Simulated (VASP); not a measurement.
# ZnO (P6_3mc) in VASP: notebook

ZnO is run at these levels: PBEsol; tasks: single point.

All numbers are computed with VASP 6.6.1; they aren't measurements. Logs are shortened: lines on timing, memory, paths and dates and some standing lists are left out, and cuts for length are marked.

### Step 1. The cell of the first run

Symmetry: P6_3mc, No. 186, hexagonal system. Conventional cell: a = 3.262 Å, b = 3.262 Å, c = 5.183 Å, α = 90.00°, β = 90.00°, γ = 120.00°. Zn (site symmetry 3m) has 4 O at 1.96 to 1.99 Å within 2.6 Å. Within 2.6 Å of O (site symmetry 3m) lie 4 Zn at 1.96 to 1.99 Å.

### Step 2. Single point, PBEsol (in-plane strain +0.01)

Contents of INCAR:

```
SYSTEM = ZnO
ALGO     = Normal         ! electronic algorithm
EDIFF    = 1E-7           ! SCF threshold, eV
ENCUT    = 520            ! plane-wave cutoff, eV
GGA      = PS             ! functional
ISIF     = 2              ! what is computed and relaxed
ISMEAR   = 0              ! smearing method
LASPH    = .TRUE.         ! aspherical terms in the spheres
LCHARG   = .FALSE.        ! write CHGCAR
LREAL    = .FALSE.        ! projectors in reciprocal space
LWAVE    = .FALSE.        ! write WAVECAR
NBANDS   = 26             ! bands
NELM     = 80             ! most SCF steps
PREC     = Accurate       ! precision mode
SIGMA    = 0.01           ! smearing width, eV
```

Contents of KPOINTS:

```
k-points
0
G
  8 8 4
  0 0 0
```

Contents of POSCAR:

```
ZnO
1.0
    3.2623091211      0.0000000000      0.0000000000
   -1.6311545605      2.8252425739      0.0000000000
    0.0000000000      0.0000000000      5.1830584700
Zn O
2 2
Direct
    0.3333333333      0.6666666667      0.5000406004
    0.6666666667      0.3333333333      0.0000406004
    0.6666666667      0.3333333333      0.3789693996
    0.3333333333      0.6666666667      0.8789693996
```

Potentials or basis: VASP PAW PBE potentials, release 64 (Zn, O).

Launch:

```sh
cat potpaw_PBE.64/Zn/POTCAR potpaw_PBE.64/O/POTCAR > POTCAR
mpirun -np 1 vasp_std > vasp.out
```

OUTCAR:

```text
SYSTEM = ZnO
   EDIFF = 1E-7
   ENCUT = 520
   GGA = PS
   ISIF = 2
   ISMEAR = 0
   LASPH = .TRUE.
   LREAL = .FALSE.
   NELM = 80
   PREC = Accurate

 ion  position               nearest neighbor table
   1  0.333  0.667  0.500-   4 1.96   3 1.99   3 1.99   3 1.99
   2  0.667  0.333  0.000-   3 1.96   4 1.99   4 1.99   4 1.99
   3  0.667  0.333  0.379-   2 1.96   1 1.99   1 1.99   1 1.99
   4  0.333  0.667  0.879-   1 1.96   2 1.99   2 1.99   2 1.99

  LATTYP: Found a hexagonal cell.
 ALAT       =     3.2623091211
 C/A-ratio  =     1.5887698797

  Lattice vectors:

 A1 = (   3.2623091211,   0.0000000000,   0.0000000000)
 A2 = (  -1.6311545605,   2.8252425739,   0.0000000000)
 A3 = (   0.0000000000,   0.0000000000,   5.1830584700)

Analysis of symmetry for initial positions (statically):
=====================================================================
 Subroutine PRICEL returns:
 Original cell was already a primitive cell.

 Routine SETGRP: Setting up the symmetry group for a
 hexagonal supercell.

 Subroutine GETGRP returns: Found 12 space group operations
 (whereof  6 operations were pure point group operations)
 out of a pool of 24 trial point group operations.

The static configuration has the point symmetry C_3v.
 The point group associated with its full space group is C_6v.

Analysis of symmetry for dynamics (positions and initial velocities):
=====================================================================
 Subroutine PRICEL returns:
 Original cell was already a primitive cell.

 Routine SETGRP: Setting up the symmetry group for a
 hexagonal supercell.

 Subroutine GETGRP returns: Found 12 space group operations
 (whereof  6 operations were pure point group operations)
 out of a pool of 24 trial point group operations.

The dynamic configuration has the point symmetry C_3v.
 The point group associated with its full space group is C_6v.

 Subroutine INISYM returns: Found 12 space group operations
 (whereof  6 operations are pure point group operations),
 and found     1 'primitive' translations

----------------------------------------------------------------------------------------

                                     Primitive cell

  volume of cell :      47.7713

  direct lattice vectors                    reciprocal lattice vectors
     3.262309121  0.000000000  0.000000000     0.306531344  0.176975954  0.000000000
    -1.631154560  2.825242574  0.000000000     0.000000000  0.353951908  0.000000000
     0.000000000  0.000000000  5.183058470     0.000000000  0.000000000  0.192936276

  length of vectors
     3.262309121  3.262309121  5.183058470     0.353951908  0.353951908  0.192936276

  position of ions in fractional coordinates (direct lattice)
     0.333333333  0.666666667  0.500040600
     0.666666667  0.333333333  0.000040600
     0.666666667  0.333333333  0.378969400
     0.333333333  0.666666667  0.878969400

  ion indices of the primitive-cell ions
   primitive index   ion index
                 1           1
                 2           2
                 3           3
                 4           4

----------------------------------------------------------------------------------------

 KPOINTS: k-points

Automatic generation of k-mesh.
 Grid dimensions read from file:
 generate k-points for:    8    8    4

 Generating k-lattice:

  Cartesian coordinates                     Fractional coordinates (reciprocal lattice)
     0.038316418  0.022121994  0.000000000     0.125000000  0.000000000  0.000000000
     0.000000000  0.044243989  0.000000000     0.000000000  0.125000000  0.000000000
     0.000000000  0.000000000  0.048234069     0.000000000  0.000000000  0.250000000

  Length of vectors
     0.044243989  0.044243989  0.048234069

  Shift w.r.t. Gamma in fractional coordinates (k-lattice)
     0.000000000  0.000000000  0.000000000

 Subroutine IBZKPT returns following result:
 ===========================================

 Found     30 irreducible k-points:

 Following reciprocal coordinates:
            Coordinates               Weight
  0.000000  0.000000  0.000000      1.000000
  0.125000  0.000000  0.000000      6.000000
  0.250000  0.000000  0.000000      6.000000
  0.375000 -0.000000  0.000000      6.000000
  0.500000  0.000000  0.000000      3.000000
  0.125000  0.125000  0.000000      6.000000
[... 16 lines left out ...]
  0.250000  0.000000  0.500000      6.000000
  0.375000 -0.000000  0.500000      6.000000
 [... further k-points ...]
   k-points           NKPTS =     30   k-points in BZ     NKDIM =     30   number of bands    NBANDS=     26
   number of dos      NEDOS =    301   number of ions     NIONS =      4
   total plane-waves  NPLWV =  23040
   dimension x,y,z NGX =    24 NGY =   24 NGZ =   40
   dimension x,y,z NGXF=    48 NGYF=   48 NGZF=   80
   ions per type =               2   2
   NGX,Y,Z   is equivalent  to a cutoff of  12.23, 12.23, 12.83 a.u.
   NGXF,Y,Z  is equivalent  to a cutoff of  24.46, 24.46, 25.66 a.u.
 SYSTEM =  ZnO
   PREC   = accura    normal or accurate (medium, high low for compatibility)
   ISTART =      0    job   : 0-new  1-cont  2-samecut
   ICHARG =      2    charge: 1-file 2-atom 10-const
   ISPIN  =      1    spin polarized calculation?
   LNONCOLLINEAR =      F non collinear calculations
   LSORBIT =      F    spin-orbit coupling
   LASPH  =      T    aspherical Exc in radial PAW
   ENCUT  =  520.0 eV  38.22 Ry    6.18 a.u.   6.07  6.07  9.64*2*pi/ulx,y,z
   NELM   =     80;   NELMIN=  2; NELMDL= -5     # of ELM steps
   EDIFF  = 0.1E-06   stopping-criterion for ELM
   LREAL  =      F    real-space projection
   EDIFFG = 0.1E-05   stopping-criterion for IOM
   NSW    =      0    number of steps for IOM
   IBRION =     -1    ionic relax: 0-MD 1-quasi-New 2-CG
   NFREE  =      0    steps in history (QN), initial steepest desc. (CG)
   ISIF   =      2    stress and relaxation
   ISYM   =      2    0-nonsym 1-usesym 2-fastsym
   POTIM  = 0.5000    time-step for ionic-motion
   TEBEG  =    0.0;   TEEND  =   0.0 temperature during run
   PSTRESS=    0.0 pullay stress
   NELECT =      36.0000    total number of electrons
   NUPDOWN=      -1.0000    fix difference up-down
   EMIN   =  10.00;   EMAX   =-10.00  energy-range for DOS
   EFERMI =   0.00;   METHOD = LEGACY
   ISMEAR =     0;   SIGMA  =   0.01  broadening in eV -4-tet -1-fermi 0-gaus
   EFERMI_NEDOS =   21; number of points for ismear=-14 and -15
   IALGO  =     38    algorithm
   IMIX   =      4    mixing-type and parameters
     AMIX     =   0.40;   BMIX     =  1.00
     AMIX_MAG =   1.60;   BMIX_MAG =  1.00
  volume/ion in A,a.u.               =      11.94        80.59
  Fermi-wavevector in a.u.,A,eV,Ry     =   1.489773  2.815262 30.197079  2.219423
  Thomas-Fermi vector in A             =   2.602639
   LORBIT       =      0    0 simple, 1 ext, 2 COOP (PROOUT), +10 PAW based schemes
   GGA     = PS    functional components
   LHFCALC =     F    Hartree Fock is set to
   AEXX    =    0.0000 exact exchange contribution
   IVDW    =     0    specifies the selected vdW correction
   LEPSILON=     F    determine dielectric tensor
   LRPA    =     F    only Hartree local field effects (RPA)
 non-spin polarized calculation
 Gauss-broadening in eV      SIGMA  =   0.01
  energy-cutoff  :      520.00
  volume of cell :       47.77
 maximum number of plane-waves:      1304
   NGX = 13   NGY = 13   NGZ = 19

 number of electron      36.0000011 magnetization

 Free energy of the ion-electron system (eV)
  ---------------------------------------------------
  ext. energy  EPLUGINS =         0.00000000
  ---------------------------------------------------
  free energy    TOTEN  =       -19.40466205 eV

  energy without entropy =      -19.40466205  energy(sigma->0) =      -19.40466205

 E-fermi :   1.1460     XC(G=0): -11.1653

 val. band max:        1.0051163885   @ k =   0.0000   0.0000   0.0000
 cond. band min:       1.6963289623   @ k =   0.0000   0.0000   0.0000
 fundamental gap:      0.6912125737
 Fermi energy:         1.1460404828

 k-point     1 :       0.0000    0.0000    0.0000
  band No.  band energies     occupation
      1     -16.9954      2.00000
      2     -16.2360      2.00000
      3      -4.6688      2.00000
      4      -4.6688      2.00000
      5      -4.6461      2.00000
      6      -4.6352      2.00000
[... 18 lines left out ...]
     25      14.9386      0.00000
     26      15.1388      0.00000

 k-point     2 :       0.1250    0.0000    0.0000
  band No.  band energies     occupation
      1     -16.9105      2.00000
      2     -16.2008      2.00000
      3      -4.7707      2.00000
      4      -4.6219      2.00000
      5      -4.5853      2.00000
      6      -4.5414      2.00000
[... 18 lines left out ...]
     25      15.1100      0.00000
     26      15.2667      0.00000

 k-point     3 :       0.2500    0.0000    0.0000
  band No.  band energies     occupation
      1     -16.6906      2.00000
      2     -16.1230      2.00000
      3      -4.9407      2.00000
      4      -4.5885      2.00000
      5      -4.5209      2.00000
      6      -4.4168      2.00000
[... 18 lines left out ...]
     25      14.1433      0.00000
     26      15.0059      0.00000

 k-point     4 :       0.3750   -0.0000    0.0000
  band No.  band energies     occupation
      1     -16.4357      2.00000
      2     -16.0695      2.00000
      3      -4.9904      2.00000
      4      -4.6560      2.00000
      5      -4.4465      2.00000
      6      -4.2195      2.00000
[... 18 lines left out ...]
     25      14.1662      0.00000
     26      14.9205      0.00000
[... 496 lines left out ...]
      1     -16.5630      2.00000
      2     -16.5630      2.00000
      3      -4.9705      2.00000
      4      -4.9705      2.00000
      5      -4.5559      2.00000
      6      -4.5559      2.00000
[... 18 lines left out ...]
     25      14.0652      0.00000
     26      14.0652      0.00000

 k-point    23 :       0.2500    0.0000    0.5000
  band No.  band energies     occupation
      1     -16.4069      2.00000
      2     -16.4069      2.00000
      3      -5.0657      2.00000
      4      -5.0657      2.00000
      5      -4.4297      2.00000
      6      -4.4297      2.00000
[... 18 lines left out ...]
     25      14.3200      0.00000
     26      14.3200      0.00000

 k-point    24 :       0.3750   -0.0000    0.5000
  band No.  band energies     occupation
      1     -16.2452      2.00000
      2     -16.2452      2.00000
      3      -5.1233      2.00000
      4      -5.1233      2.00000
      5      -4.2564      2.00000
      6      -4.2564      2.00000
[... 18 lines left out ...]
     25      14.4653      0.00000
     26      14.4653      0.00000

 [... further k-points ...]

------------------------ aborting loop because EDIFF is reached ----------------------------------------

  FORCE on cell =-STRESS in cart. coord.  units (eV):
  Direction    XX          YY          ZZ          XY          YZ          ZX
  --------------------------------------------------------------------------------------
  -------------------------------------------------------------------------------------
  Total       -0.6537467     -0.6537467      0.4379749     -0.0000000      0.0000000      0.0000000
  in kB      -21.9256845    -21.9256845     14.6890218     -0.0000000      0.0000000      0.0000000
  external PRESSURE =      -9.7207824 kB  Pullay stress =       0.0000000 kB

 VOLUME and BASIS-vectors are now :
 -----------------------------------------------------------------------------
  energy-cutoff  :      520.00
  volume of cell :       47.77
      direct lattice vectors                 reciprocal lattice vectors
     3.262309121  0.000000000  0.000000000     0.306531344  0.176975954  0.000000000
    -1.631154560  2.825242574  0.000000000     0.000000000  0.353951908  0.000000000
     0.000000000  0.000000000  5.183058470     0.000000000  0.000000000  0.192936276

 POSITION                                       TOTAL-FORCE (eV/Angst)
 -----------------------------------------------------------------------------------
     -0.00000      1.88350      2.59174         0.000000      0.000000     -0.145042
      1.63115      0.94175      0.00021        -0.000000     -0.000000     -0.145042
      1.63115      0.94175      1.96422        -0.000000      0.000000      0.145042
     -0.00000      1.88350      4.55575         0.000000     -0.000000      0.145042
 -----------------------------------------------------------------------------------
    total drift:                               -0.000000     -0.000001     -0.000693

  FREE ENERGIE OF THE ION-ELECTRON SYSTEM (eV)
  ---------------------------------------------------
  free  energy   TOTEN  =       -19.4046620519 eV

  energy  without entropy=      -19.4046620519  energy(sigma->0) =      -19.40466205
```

It took 26 s on 1 thread of Intel Xeon Platinum 8259CL at 2.50GHz (Skylake/Cascade Lake), shared host; peak memory 0.17 GiB.

Results:

| Item | Value |
| --- | --- |
| Free energy | -19.4047 eV |
| Pressure | -1.0 GPa |
| Largest force | 0.145 eV/Å |
| Band gap on the k mesh | 0.69 eV, direct |

Forces on the atoms (eV/Å):
```
Zn   0.000  0.000 -0.145
Zn   0.000  0.000 -0.145
O    0.000  0.000  0.145
O    0.000  0.000  0.145
```

Levels at points of the mesh, in eV from the valence-band top:
```csv
k point,band 14,band 15,band 16,band 17,band 18,band 19,band 20,band 21,band 22,band 23
"(0.00, 0.00, 0.00)",-0.84,-0.84,-0.05,0.00,0.00,0.69,5.07,8.21,12.64,12.64
"(0.50, 0.00, 0.00)",-3.52,-2.83,-2.31,-1.28,-0.82,5.66,6.69,7.53,8.34,10.60
"(0.00, 0.00, 0.50)",-2.21,-0.41,-0.41,-0.41,-0.41,3.38,3.38,10.04,10.04,12.92
"(0.50, 0.00, 0.50)",-3.73,-1.52,-1.52,-1.33,-1.33,5.59,5.59,8.31,8.31,11.19
```

Caveat: the cell differs from its parent crystal (in-plane strain +0.01); the PAW data sets were made with another functional, which shifts forces and pressure a little.

### Step 3. Single point, PBEsol (film at in-plane strain +0.01)

Contents of INCAR:

```
  PREC = Accurate
  ENCUT = 520
  EDIFF = 1E-7
  ISMEAR = 0
  SIGMA = 0.01
  LREAL = False
  LASPH = True
  NELM = 100
  ALGO = Normal
  ISIF = 2
  LWAVE = False
  LCHARG = False
  GGA = PS
  NBANDS = 26
```

Contents of KPOINTS:

```
regular mesh
0
Gamma
  8 8 4
```

Contents of POSCAR:

```
ZnO
1.0
    3.2623091211      0.0000000000      0.0000000000
   -1.6311545605      2.8252425739      0.0000000000
    0.0000000000      0.0000000000      5.1616938416
Zn O
2 2
Direct
    0.3333333333      0.6666666667      0.4974126460
    0.6666666667      0.3333333333     -0.0025873540
    0.6666666667      0.3333333333      0.3815973540
    0.3333333333      0.6666666667      0.8815973540
```

Potentials or basis: VASP PAW PBE potentials, release 64 (Zn, O).

Launch:

```sh
cat potpaw_PBE.64/Zn/POTCAR potpaw_PBE.64/O/POTCAR > POTCAR
mpirun -np 1 vasp_std > vasp.out
```

OUTCAR:

```text
PREC = Accurate
   ENCUT = 520
   EDIFF = 1E-7
   ISMEAR = 0
   LREAL = False
   LASPH = True
   NELM = 100
   ISIF = 2
   GGA = PS

 ion  position               nearest neighbor table
   1  0.333  0.667  0.497-   3 1.98   3 1.98   3 1.98   4 1.98
   2  0.667  0.333  0.997-   4 1.98   4 1.98   4 1.98   3 1.98
   3  0.667  0.333  0.382-   1 1.98   1 1.98   1 1.98   2 1.98
   4  0.333  0.667  0.882-   2 1.98   2 1.98   2 1.98   1 1.98

  LATTYP: Found a hexagonal cell.
[... 896 lines left out ...]
  FORCE on cell =-STRESS in cart. coord.  units (eV):
  Direction    XX          YY          ZZ          XY          YZ          ZX
  --------------------------------------------------------------------------------------
  -------------------------------------------------------------------------------------
  Total       -0.3529179     -0.3529179      0.2736941     -0.0000000      0.0000000      0.0000000
  in kB      -11.8853293    -11.8853293      9.2172831     -0.0000000      0.0000000      0.0000000
  external PRESSURE =      -4.8511252 kB  Pullay stress =       0.0000000 kB

 VOLUME and BASIS-vectors are now :
 -----------------------------------------------------------------------------
  energy-cutoff  :      520.00
  volume of cell :       47.57
      direct lattice vectors                 reciprocal lattice vectors
     3.262309121  0.000000000  0.000000000     0.306531344  0.176975954  0.000000000
    -1.631154560  2.825242574  0.000000000     0.000000000  0.353951908  0.000000000
     0.000000000  0.000000000  5.161693842     0.000000000  0.000000000  0.193734853

 POSITION                                       TOTAL-FORCE (eV/Angst)
 -----------------------------------------------------------------------------------
     -0.00000      1.88350      2.56749         0.000000     -0.000000     -0.004068
      1.63115      0.94175      5.14834        -0.000000      0.000000     -0.004068
      1.63115      0.94175      1.96969         0.000000      0.000000      0.004068
     -0.00000      1.88350      4.55054        -0.000000     -0.000000      0.004068
 -----------------------------------------------------------------------------------
    total drift:                                0.000000      0.000001     -0.005849

  FREE ENERGIE OF THE ION-ELECTRON SYSTEM (eV)
  ---------------------------------------------------
  free  energy   TOTEN  =       -19.4070178510 eV

  energy  without entropy=      -19.4070178510  energy(sigma->0) =      -19.40701785
```

stdout:

```text
POSCAR found type information on POSCAR ZnO
 POSCAR found :  2 types and       4 ions
 scaLAPACK will be used
 -----------------------------------------------------------------------------
|                                                                             |
|                                                                             |
|     You enforced a specific xc type in the INCAR file but a different       |
|     I HOPE YOU KNOW WHAT YOU ARE DOING!                                     |
|                                                                             |
 -----------------------------------------------------------------------------

 LDA part: xc-table for (Slater+PW92), standard interpolation
 POSCAR, INCAR and KPOINTS ok, starting setup
 FFT: planning ... GRIDC
 FFT: planning ... GRID_SOFT
 FFT: planning ... GRID
 WAVECAR not read
 entering main loop
```

Wall time 24 s (1 thread of Intel Xeon Platinum 8259CL at 2.50GHz (Skylake/Cascade Lake), shared host); peak memory 0.17 GiB.

Results:

```yaml
Free_energy: -19.4070 eV
Pressure: -0.5 GPa
Largest_force: 0.004 eV/Å
Band_gap_on_the_k_mesh: 0.70 eV, direct
```

Forces on the atoms (eV/Å):
```
Zn   0.000  0.000 -0.004
Zn   0.000  0.000 -0.004
O    0.000  0.000  0.004
O    0.000  0.000  0.004
```

Levels at points of the mesh, in eV from the valence-band top:
| k point | band 15 | band 16 | band 17 | band 18 | band 19 | band 20 | band 21 | band 22 |
| --- | --- | --- | --- | --- | --- | --- | --- | --- |
| (0.00, 0.00, 0.00) | -0.81 | -0.08 | 0.00 | 0.00 | 0.70 | 5.04 | 8.24 | 12.61 |
| (0.50, 0.00, 0.00) | -2.82 | -2.33 | -1.26 | -0.88 | 5.68 | 6.69 | 7.59 | 8.34 |
| (0.00, 0.00, 0.50) | -0.40 | -0.40 | -0.40 | -0.40 | 3.39 | 3.39 | 10.04 | 10.04 |
| (0.50, 0.00, 0.50) | -1.55 | -1.55 | -1.31 | -1.31 | 5.60 | 5.60 | 8.34 | 8.34 |

Caveat: the cell differs from its parent crystal (film at in-plane strain +0.01); the PAW data sets were made with another functional, which shifts forces and pressure a little.
